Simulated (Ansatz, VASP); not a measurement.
**SnSe2: VASP beside Ansatz**

File INCAR:

```
  PREC = Accurate
  ENCUT = 500
  EDIFF = 1E-7
  ISMEAR = 0
  SIGMA = 0.1
  LREAL = False
  LASPH = True
  NELM = 120
  ALGO = Normal
  ISIF = 3
  LWAVE = False
  LCHARG = False
  GGA = PE
  IBRION = 2
  NSW = 100
  EDIFFG = -0.05
  GGA_COMPAT = False
  NELMIN = 4
```

Contents of KPOINTS:

```
regular mesh
0
Gamma
  6 6 4
```

Contents of POSCAR:

```
SnSe2
1.0
    3.8110000000      0.0000000000      0.0000000000
   -1.9055000000      3.3004228138      0.0000000000
    0.0000000000      0.0000000000      6.1360000000
Sn Se
1 2
Direct
    0.0000000000      0.0000000000      0.0000000000
    0.3333333333      0.6666666667      0.2490000000
    0.6666666667      0.3333333333      0.7510000000
```

Input for Ansatz:

```yaml
crystal:
  lattice:
    - [3.811, 0.0, 0.0]
    - [-1.9055, 3.3004228138, 0.0]
    - [0.0, 0.0, 6.136]
  atoms:
    - { symbol: Sn, position: [0.0, 0.0, 0.0] }
    - { symbol: Se, position: [0.3333333333, 0.6666666667, 0.249] }
    - { symbol: Se, position: [0.6666666667, 0.3333333333, 0.751] }
basis:
  ecutwfc: 420
kpoints:
  mp_grid: { grid: [6, 6, 4] }
hamiltonian:
  xc: pbe
scf:
  occupations: { method: gaussian, width: 0.1 }
output:
  forces: true
  stress: true
  eigenvalues: true
relax:
  adjacent_minimum: "off"
  f_tol: 0.05
  max_steps: 80
  cell: { stress_tol: 0.5 }
```

Alike in both runs: task relaxation of cell and atoms; functional PBE; k mesh 6 × 6 × 4; occupations gaussian, width 0.1 eV; no spin polarisation.

|  | VASP | Ansatz |
| --- | --- | --- |
| version | VASP 6.6.1 | Ansatz 0.2.0 |
| potentials or method | VASP PAW PBE potentials, release 64 (Sn_d, Se), cutoff 500 eV | scalar-relativistic, plane waves, PAW |
| valence electrons in the cell | 26 | 46 |

VASP gave:

```
gap on the k mesh at the Fermi level, each at its own relaxed structure (eV) : 0.71
relaxed volume (Å³/atom)                                                     : 29.27
relaxed cell length with the largest relative difference (Å)                 : 6.714
```

Problem. Estimate Ansatz's values.

Solution. gap on the k mesh at the Fermi level, each at its own relaxed structure (eV): 0.70; relaxed volume (Å³/atom): 29.43; relaxed cell length with the largest relative difference (Å): 6.786.

VASP's potentials hold 26 valence electrons a cell and Ansatz's 46, so a difference there can come from the potentials and not from the codes.
